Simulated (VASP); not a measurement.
# Rb2CoF6 (Fm-3m) in VASP: notebook

Rb2CoF6 is run at these levels: LDA+U; tasks: single point.

Everything below comes from runs of VASP 6.6.1. Logs are shortened: lines on timing, memory, paths and dates and some standing lists are left out, and cuts for length are marked.

### 1 The cell of the first run

Symmetry: Fm-3m, No. 225, cubic system. The conventional cell has a = 8.460 Å, b = 8.460 Å, c = 8.460 Å, α = 90.00°, β = 90.00°, γ = 90.00°. Within 4.0 Å of Rb (site symmetry -43m) lie 12 F at 3.03 Å and 4 Co at 3.66 Å. Co (site symmetry m-3m) has 6 F at 1.65 Å within 2.2 Å. F (site symmetry 4mm) has 1 Co at 1.65 Å within 2.2 Å.

### 2 Single point, LDA+U, collinear spin, ferromagnetic start

INCAR

```
ALGO = Normal
EDIFF = 1E-7
ENCUT = 520
GGA = CA
ISIF = 2
ISMEAR = 0
ISPIN = 2
LASPH = T
LCHARG = T
LDAU = T
LDAUJ = 0 0 0
LDAUL = -1 2 -1
LDAUPRINT = 1
LDAUTYPE = 2
LDAUU = 0 2 0
LELF = T
LMAXMIX = 4
LORBIT = 11
LREAL = F
LVHAR = T
LWAVE = F
MAGMOM = 0 0 5 0 0 0 0 0 0
NBANDS = 48
NELM = 150
PREC = Accurate
SIGMA = 0.05
```

KPOINTS

```
k-points
0
Gamma
  4 4 4
```

POSCAR

```
Rb2CoF6
1.0
    0.0000000000      4.2299996800      4.2299996800
    4.2299996800      0.0000000000      4.2299996800
    4.2299996800      4.2299996800      0.0000000000
Rb Co F
2 1 6
Direct
    0.2500000000      0.2500000000      0.2500000000
    0.7500000000      0.7500000000      0.7500000000
    0.0000000000      0.0000000000      0.0000000000
    0.8050000000      0.1950000000      0.1950000000
    0.1950000000      0.8050000000      0.1950000000
    0.1950000000      0.8050000000      0.8050000000
    0.8050000000      0.1950000000      0.8050000000
    0.1950000000      0.1950000000      0.8050000000
    0.8050000000      0.8050000000      0.1950000000
```

Potentials or basis: VASP PAW LDA potentials, release 64 (Rb_sv, Co, F).

On the command line:

```sh
> cat potpaw_LDA.64/Rb_sv/POTCAR potpaw_LDA.64/Co/POTCAR potpaw_LDA.64/F/POTCAR > POTCAR
> mpirun -np 1 vasp_std > vasp.out
```

OUTCAR:

```text
EDIFF = 1E-7
   ENCUT = 520
   GGA = CA
   ISIF = 2
   ISMEAR = 0
   ISPIN = 2
   LASPH = T
   LORBIT = 11
   LREAL = F
   NELM = 150
   PREC = Accurate

 ion  position               nearest neighbor table
   1  0.250  0.250  0.250-   4 3.03   7 3.03   5 3.03   6 3.03   6 3.03   7 3.03   8 3.03   9 3.03
                             9 3.03   4 3.03   5 3.03   8 3.03   3 3.66   3 3.66   3 3.66   3 3.66
   2  0.750  0.750  0.750-   4 3.03   5 3.03   9 3.03   4 3.03   7 3.03   5 3.03   6 3.03   8 3.03
                             8 3.03   6 3.03   7 3.03   9 3.03   3 3.66   3 3.66   3 3.66   3 3.66
   3  0.000  0.000  0.000-   4 1.65   5 1.65   6 1.65   7 1.65   8 1.65   9 1.65   1 3.66   2 3.66
                             2 3.66   2 3.66   2 3.66   1 3.66   1 3.66   1 3.66
   4  0.805  0.195  0.195-   3 1.65   2 3.03   2 3.03   1 3.03   1 3.03
   5  0.195  0.805  0.195-   3 1.65   2 3.03   2 3.03   1 3.03   1 3.03
   6  0.195  0.805  0.805-   3 1.65   2 3.03   1 3.03   1 3.03   2 3.03
   7  0.805  0.195  0.805-   3 1.65   2 3.03   1 3.03   1 3.03   2 3.03
   8  0.195  0.195  0.805-   3 1.65   1 3.03   2 3.03   2 3.03   1 3.03
   9  0.805  0.805  0.195-   3 1.65   2 3.03   1 3.03   1 3.03   2 3.03

  LATTYP: Found a face centered cubic cell.
 ALAT       =     8.4599993600

  Lattice vectors:

 A1 = (   0.0000000000,   4.2299996800,   4.2299996800)
 A2 = (   4.2299996800,   0.0000000000,   4.2299996800)
 A3 = (   4.2299996800,   4.2299996800,   0.0000000000)

Analysis of symmetry for initial positions (statically):
=====================================================================
 Subroutine PRICEL returns:
 Original cell was already a primitive cell.

 Routine SETGRP: Setting up the symmetry group for a
 face centered cubic supercell.

 Subroutine GETGRP returns: Found 48 space group operations
 (whereof 48 operations were pure point group operations)
 out of a pool of 48 trial point group operations.

The static configuration has the point symmetry O_h .

Analysis of symmetry for dynamics (positions and initial velocities):
=====================================================================
 Subroutine PRICEL returns:
 Original cell was already a primitive cell.

 Routine SETGRP: Setting up the symmetry group for a
 face centered cubic supercell.

 Subroutine GETGRP returns: Found 48 space group operations
 (whereof 48 operations were pure point group operations)
 out of a pool of 48 trial point group operations.

The dynamic configuration has the point symmetry O_h .

Analysis of structural, dynamic, and magnetic symmetry:
=====================================================================
 Subroutine PRICEL returns:
 Original cell was already a primitive cell.

 Routine SETGRP: Setting up the symmetry group for a
 face centered cubic supercell.

 Subroutine GETGRP returns: Found 48 space group operations
 (whereof 48 operations were pure point group operations)
 out of a pool of 48 trial point group operations.

The overall configuration has the point symmetry O_h .

 Subroutine INISYM returns: Found 48 space group operations
 (whereof 48 operations are pure point group operations),
 and found     1 'primitive' translations

----------------------------------------------------------------------------------------

                                     Primitive cell

  volume of cell :     151.3739

  direct lattice vectors                    reciprocal lattice vectors
     0.000000000  4.229999680  4.229999680    -0.118203319  0.118203319  0.118203319
     4.229999680  0.000000000  4.229999680     0.118203319 -0.118203319  0.118203319
     4.229999680  4.229999680  0.000000000     0.118203319  0.118203319 -0.118203319

  length of vectors
     5.982122916  5.982122916  5.982122916     0.204734153  0.204734153  0.204734153

  position of ions in fractional coordinates (direct lattice)
     0.250000000  0.250000000  0.250000000
     0.750000000  0.750000000  0.750000000
[... 112 lines left out ...]
  volume of cell :      151.37
 maximum number of plane-waves:      4128
 NGX is ok and might be reduce to    48
   NGX = 23   NGY = 23   NGZ = 23

atom =   3  type =  2  l = 2

 onsite density matrix

spin component  1

  1.0182 -0.0000  0.0000 -0.0000 -0.0000
 -0.0000  1.0182 -0.0000  0.0000 -0.0000
  0.0000 -0.0000  0.5807  0.0000 -0.0000
 -0.0000  0.0000  0.0000  1.0182  0.0000
 -0.0000 -0.0000 -0.0000  0.0000  0.5807

spin component  2

  0.7868 -0.0000  0.0000  0.0000  0.0000
 -0.0000  0.7868  0.0000 -0.0000  0.0000
  0.0000  0.0000  0.5574  0.0000  0.0000
  0.0000 -0.0000  0.0000  0.7868  0.0000
  0.0000  0.0000  0.0000  0.0000  0.5574

 occupancies and eigenvectors

  o =  0.5574  v =  0.0000  0.0000  0.0000  0.0000  0.0000  0.0000 -0.0000 -1.0000  0.0000  0.0070      0.0000  0.0000  0.0000  0.0000  0.0000  0.0000  0.0000  0.0000  0.0000  0.0000
  o =  0.5574  v =  0.0000  0.0000  0.0000  0.0000  0.0000  0.0000 -0.0000  0.0070  0.0000  1.0000      0.0000  0.0000  0.0000  0.0000  0.0000  0.0000  0.0000  0.0000  0.0000  0.0000
  o =  0.5807  v =  0.0000 -0.0000  0.9964 -0.0000  0.0848  0.0000  0.0000  0.0000  0.0000  0.0000      0.0000  0.0000  0.0000  0.0000  0.0000  0.0000  0.0000  0.0000  0.0000  0.0000
  o =  0.5807  v =  0.0000 -0.0000  0.0848 -0.0000 -0.9964  0.0000  0.0000  0.0000  0.0000  0.0000      0.0000  0.0000  0.0000  0.0000  0.0000  0.0000  0.0000  0.0000  0.0000  0.0000
  o =  0.7868  v =  0.0000  0.0000  0.0000  0.0000  0.0000  1.0000  0.0000  0.0000  0.0000  0.0000      0.0000  0.0000  0.0000  0.0000  0.0000  0.0000  0.0000  0.0000  0.0000  0.0000
  o =  0.7868  v =  0.0000  0.0000  0.0000  0.0000  0.0000  0.0000  0.1197 -0.0000 -0.9928  0.0000      0.0000  0.0000  0.0000  0.0000  0.0000  0.0000  0.0000  0.0000  0.0000  0.0000
  o =  0.7868  v =  0.0000  0.0000  0.0000  0.0000  0.0000  0.0000  0.9928 -0.0000  0.1197  0.0000      0.0000  0.0000  0.0000  0.0000  0.0000  0.0000  0.0000  0.0000  0.0000  0.0000
  o =  1.0182  v =  0.0000 -0.9918  0.0000  0.1275  0.0000  0.0000  0.0000  0.0000  0.0000  0.0000      0.0000  0.0000  0.0000  0.0000  0.0000  0.0000  0.0000  0.0000  0.0000  0.0000
  o =  1.0182  v =  0.0000  0.1275  0.0000  0.9918  0.0000  0.0000  0.0000  0.0000  0.0000  0.0000      0.0000  0.0000  0.0000  0.0000  0.0000  0.0000  0.0000  0.0000  0.0000  0.0000
  o =  1.0182  v =  1.0000  0.0000  0.0000  0.0000  0.0000  0.0000  0.0000  0.0000  0.0000  0.0000      0.0000  0.0000  0.0000  0.0000  0.0000  0.0000  0.0000  0.0000  0.0000  0.0000

 number of electron      69.0000000 magnetization       1.0000274

 Free energy of the ion-electron system (eV)
  ---------------------------------------------------
  ext. energy  EPLUGINS =         0.00000000
  ---------------------------------------------------
  free energy    TOTEN  =       -42.03161757 eV

  energy without entropy =      -42.00427244  energy(sigma->0) =      -42.01794500

 E-fermi :  -1.0438     XC(G=0):  -9.1552

 val. band max:       -1.0443862194   @ k =  -0.2500   0.2500   0.0000
 cond. band min:      -1.0331231068   @ k =   0.2500   0.2500   0.0000
 fundamental gap:      0.0112631126
 Fermi energy:        -1.0438044039

 spin component 1

 k-point     1 :       0.0000    0.0000    0.0000
  band No.  band energies     occupation
      1     -25.3143      1.00000
      2     -25.1774      1.00000
      3     -24.0011      1.00000
      4     -22.9320      1.00000
      5     -22.9320      1.00000
      6     -22.8777      1.00000
[... 381 lines left out ...]
     45       9.1890      0.00000
     46       9.3372      0.00000
 Fermi energy:        -1.0438044039

 spin component 2

 k-point     1 :       0.0000    0.0000    0.0000
  band No.  band energies     occupation
      1     -25.3076      1.00000
      2     -25.1750      1.00000
      3     -23.9421      1.00000
      4     -22.8576      1.00000
      5     -22.8576      1.00000
      6     -22.8142      1.00000
[... 381 lines left out ...]
     45       9.1965      0.00000
     46       9.3478      0.00000
 [bands above 46 left out]

------------------------ aborting loop because EDIFF is reached ----------------------------------------

  FORCE on cell =-STRESS in cart. coord.  units (eV):
  Direction    XX          YY          ZZ          XY          YZ          ZX
  --------------------------------------------------------------------------------------
  -------------------------------------------------------------------------------------
  Total       10.8187791     10.8187791     10.8187791     -0.0000000     -0.0000000      0.0000000
  in kB      114.5085290    114.5085290    114.5085290     -0.0000000     -0.0000000      0.0000000
  external PRESSURE =     114.5085290 kB  Pullay stress =       0.0000000 kB

 VOLUME and BASIS-vectors are now :
 -----------------------------------------------------------------------------
  energy-cutoff  :      520.00
  volume of cell :      151.37
      direct lattice vectors                 reciprocal lattice vectors
     0.000000000  4.229999680  4.229999680    -0.118203319  0.118203319  0.118203319
     4.229999680  0.000000000  4.229999680     0.118203319 -0.118203319  0.118203319
     4.229999680  4.229999680  0.000000000     0.118203319  0.118203319 -0.118203319

 POSITION                                       TOTAL-FORCE (eV/Angst)
 -----------------------------------------------------------------------------------
      2.11500      2.11500      2.11500        -0.000000     -0.000000     -0.000000
      6.34500      6.34500      6.34500         0.000000      0.000000      0.000000
      0.00000      0.00000      0.00000         0.000000     -0.000000     -0.000000
      1.64970      4.23000      4.23000         4.166340     -0.000000      0.000000
      4.23000      1.64970      4.23000         0.000000      4.166340      0.000000
      6.81030      4.23000      4.23000        -4.166340     -0.000000      0.000000
      4.23000      6.81030      4.23000         0.000000     -4.166340      0.000000
      4.23000      4.23000      1.64970         0.000000     -0.000000      4.166340
      4.23000      4.23000      6.81030         0.000000     -0.000000     -4.166340
 -----------------------------------------------------------------------------------
    total drift:                                0.000000      0.000000     -0.000000

  FREE ENERGIE OF THE ION-ELECTRON SYSTEM (eV)
  ---------------------------------------------------
  free  energy   TOTEN  =       -42.0316175705 eV

  energy  without entropy=      -42.0042724387  energy(sigma->0) =      -42.01794500

 total charge

# of ion       s       p       d       tot
------------------------------------------
    1        1.934   5.341   0.016   7.291
    2        1.934   5.341   0.016   7.291
    3        0.643   1.290   7.626   9.560
    4        1.736   4.355   0.000   6.091
    5        1.736   4.355   0.000   6.091
    6        1.736   4.355   0.000   6.091
    7        1.736   4.355   0.000   6.091
    8        1.736   4.355   0.000   6.091
    9        1.736   4.355   0.000   6.091
--------------------------------------------------
tot         14.928  38.099   7.659  60.685

 magnetization (x)

# of ion       s       p       d       tot
------------------------------------------
    1       -0.000   0.002   0.000   0.002
    2       -0.000   0.002   0.000   0.002
    3        0.001   0.003   0.741   0.745
    4        0.000   0.032   0.000   0.032
    5        0.000   0.032   0.000   0.032
    6        0.000   0.032   0.000   0.032
    7        0.000   0.032   0.000   0.032
    8        0.000   0.032   0.000   0.032
    9        0.000   0.032   0.000   0.032
--------------------------------------------------
tot          0.002   0.201   0.741   0.944
```

Run time: 2.6 min. Hardware: 1 thread of Intel Xeon Platinum 8259CL at 2.50GHz (Skylake/Cascade Lake), shared host; peak memory 0.32 GiB.

What came out:

```yaml
Free_energy: -42.0316 eV
Pressure: 11.5 GPa
Largest_force: 4.166 eV/Å
Band_gap_on_the_k_mesh: zero (filled and empty bands overlap)
Net_moment: 1.00 μB per cell
Site_moments: Rb +0.00; Co +0.74; F +0.03 μB
Valence_electrons_inside_the_program's_atomic_spheres: Rb 7.29; Co 9.56; F 6.09
```

Forces in eV/Å, atoms in the order of the input:
```
Rb   0.000  0.000  0.000
Rb   0.000  0.000  0.000
Co   0.000  0.000  0.000
F    4.166  0.000  0.000
F    0.000  4.166  0.000
F   -4.166  0.000  0.000
F    0.000 -4.166  0.000
F    0.000  0.000  4.166
F    0.000  0.000 -4.166
```

Eigenvalues of the final occupation matrices:
```csv
site,spin,trace,eigenvalues
site 3 d,1,4.22,0.58 0.58 1.02 1.02 1.02
site 3 d,2,3.48,0.56 0.56 0.79 0.79 0.79
```

Caveat: the cell stands under pressure; a cell with one magnetic atom can't hold antiferromagnetic order, which such compounds often take; forces of over 1 eV/Å act on the atoms, so gaps and moduli don't describe the material at rest. The state reached can hang on the start; a lower one may exist.

### 3 Single point, LDA+U, collinear spin, ferromagnetic start

INCAR

```
SYSTEM = Rb2CoF6
  ALGO = Normal
  EDIFF = 1E-6
  ENCUT = 520
  GGA = CA
  ISIF = 2
  ISMEAR = 0
  ISPIN = 2
  LASPH = .TRUE.
  LCHARG = .FALSE.
  LDAU = .TRUE.
  LDAUJ = 0 0 0
  LDAUL = -1 2 -1
  LDAUPRINT = 1
  LDAUTYPE = 2
  LDAUU = 0 2 0
  LMAXMIX = 4
  LORBIT = 11
  LREAL = .FALSE.
  LWAVE = .FALSE.
  MAGMOM = 0 0 5 0 0 0 0 0 0
  NBANDS = 48
  NELM = 150
  PREC = Accurate
  SIGMA = 0.05
```

KPOINTS

```
k-points
0
G
  4 4 4
  0 0 0
```

POSCAR is that of step 2.

Potentials or basis: VASP PAW LDA potentials, release 64 (Rb_sv, Co, F).

On the command line:

```sh
> cat potpaw_LDA.64/Rb_sv/POTCAR potpaw_LDA.64/Co/POTCAR potpaw_LDA.64/F/POTCAR > POTCAR
> mpirun -np 1 vasp_std > vasp.out
```

It took 2.4 min on 1 thread of Intel Xeon Platinum 8259CL at 2.50GHz (Skylake/Cascade Lake), shared host; peak memory 0.32 GiB.

The run converged. Its results:

| Quantity | Value |
| --- | --- |
| Free energy | -42.0316 eV |
| Pressure | 11.4 GPa |
| Largest force | 4.166 eV/Å |
| Band gap on the k mesh | zero (filled and empty bands overlap) |
| Net moment | 1.00 μB per cell |
| Site moments | Rb +0.00; Co +0.74; F +0.03 μB |
| Valence electrons inside the program's atomic spheres | Rb 7.29; Co 9.56; F 6.09 |

Forces in eV/Å, atoms in the order of the input:
```
Rb   0.000  0.000  0.000
Rb   0.000  0.000  0.000
Co   0.000  0.000  0.000
F    4.166  0.000  0.000
F    0.000  4.166  0.000
F   -4.166  0.000  0.000
F    0.000 -4.166  0.000
F    0.000  0.000  4.166
F    0.000  0.000 -4.166
```

Levels at points of the mesh, in eV from the Fermi level:
Spin up:
| k point | band 31 | band 32 | band 33 | band 34 | band 35 | band 36 | band 37 | band 38 | band 39 | band 40 |
| --- | --- | --- | --- | --- | --- | --- | --- | --- | --- | --- |
| (0.00, 0.00, 0.00) | -2.02 | -2.02 | -0.89 | -0.89 | -0.89 | 2.84 | 2.84 | 5.15 | 7.52 | 7.52 |
| (0.50, 0.00, 0.00) | -2.09 | -2.07 | -1.00 | -0.90 | -0.90 | 2.75 | 2.76 | 6.82 | 7.49 | 8.63 |
| (0.50, 0.50, 0.00) | -2.14 | -2.03 | -1.08 | -0.88 | -0.88 | 2.51 | 2.86 | 7.14 | 7.54 | 8.18 |
Spin down:
```csv
k point,band 32,band 33,band 34,band 35,band 36,band 37
"(0.00, 0.00, 0.00)",-1.93,0.00,0.00,0.00,3.27,3.27
"(0.50, 0.00, 0.00)",-1.98,-0.08,0.00,0.00,3.19,3.19
"(0.50, 0.50, 0.00)",-1.94,-0.16,0.03,0.03,2.93,3.29
```

Eigenvalues of the final occupation matrices:
```
    site  spin  trace               eigenvalues
site 3 d     1   4.22  0.58 0.58 1.02 1.02 1.02
site 3 d     2   3.48  0.56 0.56 0.79 0.79 0.79
```

Caveat: the cell stands under pressure; a cell with one magnetic atom can't hold antiferromagnetic order, which such compounds often take; forces of over 1 eV/Å act on the atoms, so gaps and moduli don't describe the material at rest.

(Continued in part 2 of 2.)
